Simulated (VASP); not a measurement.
# Nb: density of states with PBE

Crystal: Nb.

```
Nb
1.0
    -1.66395    1.66395    1.66395
     1.66395   -1.66395    1.66395
     1.66395    1.66395   -1.66395
Nb
1
Direct
  0.00000 0.00000 0.00000
```

| Item | Value |
| --- | --- |
| Program | VASP 6.6.1 |
| Task | density of states |
| Functional | PBE |
| Potentials or basis | VASP PAW PBE potentials, release 64 (Nb_sv) |
| Cutoff | 520 eV |
| k mesh | 16 × 16 × 16 |
| Occupations | fermi-dirac, width 0.05 eV |
| Spin | collinear spin, ferromagnetic start |
| Starting moments | [1.0] μB |
| Dipole correction | no |
| k mesh for the DOS | 24 × 24 × 24 |
| Occupations for the DOS | tetrahedron |
| Further INCAR settings | ALGO = Normal; EDIFF = 1e-06; NBANDS = 16 |

The net moment is 0.00 μB per cell and the valence electrons inside the program's atomic spheres are Nb 10.69.

Levels at points of the mesh, in eV from the Fermi level:
Spin up:
```csv
k point,band 2,band 3,band 4,band 5,band 6,band 7,band 8,band 9,band 10,band 11
"(0.00, 0.00, 0.00)",-29.73,-29.73,-29.73,-5.89,0.38,0.38,0.38,3.22,3.22,14.17
"(0.50, 0.00, 0.00)",-30.99,-30.13,-29.74,-3.62,-1.58,2.18,3.24,3.90,6.20,11.56
"(0.50, 0.50, 0.50)",-30.60,-30.60,-30.60,-3.58,-3.58,5.46,5.46,5.46,8.89,8.89
```
Spin down:
| k point | band 2 | band 3 | band 4 | band 5 | band 6 | band 7 | band 8 | band 9 | band 10 | band 11 |
| --- | --- | --- | --- | --- | --- | --- | --- | --- | --- | --- |
| (0.00, 0.00, 0.00) | -29.73 | -29.73 | -29.73 | -5.89 | 0.38 | 0.38 | 0.38 | 3.22 | 3.22 | 14.17 |
| (0.50, 0.00, 0.00) | -30.99 | -30.13 | -29.74 | -3.62 | -1.58 | 2.18 | 3.24 | 3.90 | 6.20 | 11.56 |
| (0.50, 0.50, 0.50) | -30.60 | -30.60 | -30.60 | -3.58 | -3.58 | 5.46 | 5.46 | 5.46 | 8.89 | 8.89 |

It used 610 s of CPU time on 1 thread of AMD EPYC 7R13 Processor (Zen 3) (shared host).
